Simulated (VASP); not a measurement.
## TiN: single point with PBE

The system is TiN, a slab with vacuum.

```xyz
8
Lattice="3.0033 0.0000 0.0000 0.0000 3.0033 0.0000 0.0000 0.0000 22.3709" Properties=species:S:1:pos:R:3 pbc="T T T"
Ti    0.0000    0.0000    8.0000
Ti    1.5016    1.5016   10.1236
Ti    0.0000    0.0000   12.2473
Ti    1.5016    1.5016   14.3709
N     1.5016    1.5016    8.0000
N     0.0000    0.0000   10.1236
N     1.5016    1.5016   12.2473
N     0.0000    0.0000   14.3709
```

| Item | Value |
| --- | --- |
| Program | VASP 6.6.1 |
| Task | single point |
| Functional | PBE |
| Potentials or basis | VASP PAW PBE potentials, release 64 (Ti_sv, N) |
| Cutoff | 520 eV |
| k mesh | 12 × 12 × 1 |
| Occupations | fermi-dirac, width 0.08 eV |
| Spin | no spin polarisation |
| Dipole correction | yes |
| Further INCAR settings | ALGO = Normal; EDIFF = 1e-06; NBANDS = 44 |

* Largest force: 1.799 eV/Å
* Band gap on the k mesh: zero (bands 34 and 35 overlap by 2.30 eV)

Forces in eV/Å, atoms in the order of the input:
```
Ti   0.000  0.000  1.799
Ti   0.000  0.000 -0.108
Ti   0.000  0.000  0.108
Ti   0.000  0.000 -1.799
N    0.000  0.000 -1.117
N    0.000  0.000 -0.747
N    0.000  0.000  0.747
N    0.000  0.000  1.117
```

Levels at points of the mesh, in eV from the Fermi level:
| k point | band 30 | band 31 | band 32 | band 33 | band 34 | band 35 | band 36 | band 37 | band 38 | band 39 |
| --- | --- | --- | --- | --- | --- | --- | --- | --- | --- | --- |
| (0.00, 0.00, 0.00) | -2.37 | -2.37 | -2.14 | -1.95 | -1.95 | -1.39 | -0.79 | -0.18 | 0.05 | 0.05 |
| (0.50, 0.00, 0.00) | -4.80 | -4.57 | -4.57 | 0.92 | 0.92 | 1.09 | 1.09 | 1.50 | 1.50 | 1.63 |
| (0.50, 0.50, 0.00) | -3.49 | -2.93 | -2.93 | -1.98 | -1.98 | -0.42 | -0.42 | 1.12 | 1.12 | 1.59 |

It took 10 min on 1 thread of Intel Xeon 8259CL, on a shared host, peak memory 0.41 GiB.
